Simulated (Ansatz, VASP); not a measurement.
SrO: VASP beside Ansatz

```
Sr O
1.0
     3.57695    0.00000    0.00000
    -1.78847    3.09773    0.00000
     0.00000    0.00000    6.24262
Sr O
2 2
Cartesian
  0.0000 2.0652 1.5769
  1.7885 1.0326 4.6982
  0.0000 0.0000 -0.0888
  0.0000 0.0000 3.0325
```

Change from the starting cell: mode 8 frozen in at -0.089 Å, equal normal strain along x, y and z +0.0000.

Alike in both runs: task single point; functional PBE; k mesh 9 × 9 × 4; occupations gaussian, width 0.05 eV; no spin polarisation.

```csv
,VASP,Ansatz
version,VASP 6.6.1,Ansatz 0.2.0
potentials or method,"VASP PAW PBE potentials, release 64 (Sr_sv, O), cutoff 520 eV","scalar-relativistic, plane waves, PAW"
valence electrons in the cell,32,32
```

```tsv
	VASP	Ansatz	Ansatz less VASP
gap on the k mesh at the Fermi level (eV)	3.02	3.02	+0.004
least direct gap on the mesh (eV)	3.02	3.02	+0.004
pressure (GPa)	0.8	0.3	-0.52
rms of the force components (eV/Å)	0.130	0.121	-0.0087
```

Atom by atom the forces differ by 0.009 eV/Å (rms over components).
